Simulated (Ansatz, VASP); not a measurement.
## In3Se in VASP and in Ansatz

```
In Se
1.0
     4.74327    0.00000    0.00000
     0.00000    4.74327    0.00000
     0.00000    0.00000    4.74327
In Se
3 1
Direct
  0.00000 0.50000 0.50000
  0.50000 0.00000 0.50000
  0.50000 0.50000 0.00000
  0.00000 0.00000 0.00000
```

Alike in both runs: functional r2SCAN; k mesh 10 × 10 × 10; occupations gaussian, width 0.1 eV; no spin polarisation.

Ansatz relaxed the structure, and its values are those at the end. VASP's run is a single point on that final structure, the one shown.

|  | VASP | Ansatz |
| --- | --- | --- |
| version | VASP 6.6.1 | Ansatz 0.2.0 |
| potentials or method | VASP PAW PBE potentials, release 64 (In_d, Se), cutoff 520 eV | scalar-relativistic, plane waves, PAW |
| valence electrons in the cell | 45 | 55 |

```csv
,VASP,Ansatz,Ansatz less VASP
gap on the k mesh at the Fermi level (eV),none,none,-
pressure (GPa),0.0,0.0,+0.01
```

VASP's potentials were made for PBE, not for r2SCAN. A gap of «none» marks a metal or a gap that the smearing closes. The functional is the same, so the differences come from potentials, cutoffs and numerics. VASP's potentials hold 45 valence electrons a cell and Ansatz's 55, so a difference there can come from the potentials and not from the codes.
